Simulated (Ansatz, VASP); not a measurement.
# Two plane-wave programs on NaY

```
Na Y
1.0
     0.00000    3.21308    3.21308
     3.21308    0.00000    3.21308
     3.21308    3.21308    0.00000
Na Y
1 1
Cartesian
  3.2131 3.2131 3.2131
  0.0000 0.0000 0.0000
```

Alike in both runs: functional PBE; k mesh 16 × 16 × 16; occupations gaussian, width 0.1 eV; no spin polarisation.

Ansatz relaxed the structure, and its values are those at the end. VASP's run is a single point on that final structure, the one shown.

|  | VASP | Ansatz |
| --- | --- | --- |
| version | VASP 6.6.1 | Ansatz 0.2.0 |
| potentials or method | VASP PAW PBE potentials, release 64 (Na_pv, Y_sv), cutoff 520 eV | scalar-relativistic, plane waves, PAW |
| valence electrons in the cell | 18 | 20 |

```tsv
	VASP	Ansatz	Ansatz less VASP
gap on the k mesh at the Fermi level (eV)	none	none	-
pressure (GPa)	0.0	0.0	+0.04
```

A gap of «none» marks a metal or a gap that the smearing closes. With one functional, cell and mesh, what is left measures potentials, basis and numerics. VASP's potentials hold 18 valence electrons a cell and Ansatz's 20, so a difference there can come from the potentials and not from the codes.
